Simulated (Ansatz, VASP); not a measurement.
## One calculation of BO2, two programs

```
CELL_PARAMETERS angstrom
0.00000 3.02509 3.02509
3.02509 0.00000 3.02509
3.02509 3.02509 0.00000
ATOMIC_POSITIONS crystal
B 0.50000 0.50000 0.50000
B 0.75000 0.75000 0.75000
O 0.12500 0.12500 0.12500
O 0.62500 0.12500 0.12500
O 0.12500 0.12500 0.62500
O 0.12500 0.62500 0.12500
```

Alike in both runs: functional PBE; k mesh 10 × 10 × 10; occupations gaussian, width 0.1 eV; no spin polarisation.

Ansatz relaxed the structure, and its values are those at the end. VASP's run is a single point on that final structure, the one shown.

|  | VASP | Ansatz |
| --- | --- | --- |
| version | VASP 6.6.1 | Ansatz 0.2.0 |
| potentials or method | VASP PAW PBE potentials, release 64 (B, O), cutoff 600 eV | scalar-relativistic, plane waves, PAW |
| valence electrons in the cell | 30 | 30 |

```tsv
	VASP	Ansatz	Ansatz less VASP
gap on the k mesh at the Fermi level (eV)	none	none	-
pressure (GPa)	-0.3	0.0	+0.32
```

A gap of «none» marks a metal or a gap that the smearing closes.
